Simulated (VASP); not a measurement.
The system is MoS2.

```
Mo S
1.0
     1.58550    0.91539    6.11500
    -1.58550    0.91539    6.11500
     0.00000   -1.83078    6.11500
Mo S
1 2
Direct
  0.00000 0.00000 0.00000
  0.75000 0.75000 0.75000
  0.25000 0.25000 0.25000
```

Base run:

```yaml
Program: VASP 6.6.1
Functional: PBE
Potentials_or_basis: VASP PAW PBE potentials, release 64 (Mo_sv, S)
Cutoff: 520 eV
k_mesh: 8 × 8 × 8
Occupations: fermi-dirac, width 0.3 eV
Spin: no spin polarisation
```

Its results: band gap on the k mesh zero (band 13 reaches 7.84 eV, above the bottom of band 14 at 7.42 eV); pressure 8.8 GPa; largest force 1.004 eV/Å.

Question: The run is repeated on the same cell with these changes: occupations from fermi-dirac, width 0.3 eV to fermi-dirac, width 0.1 eV; further incar settings from ALGO = Normal; EDIFF = 1e-07; NBANDS = 20 to ALGO = Normal; EDIFF = 1e-06; NBANDS = 20. What comes out?

Answer: Band gap on the k mesh zero (band 13 reaches 7.83 eV, above the bottom of band 14 at 7.42 eV); pressure 8.0 GPa; largest force 0.978 eV/Å.

Caveats: forces of over 1 eV/Å act on the atoms, so gaps and moduli don't describe the material at rest (some runs).
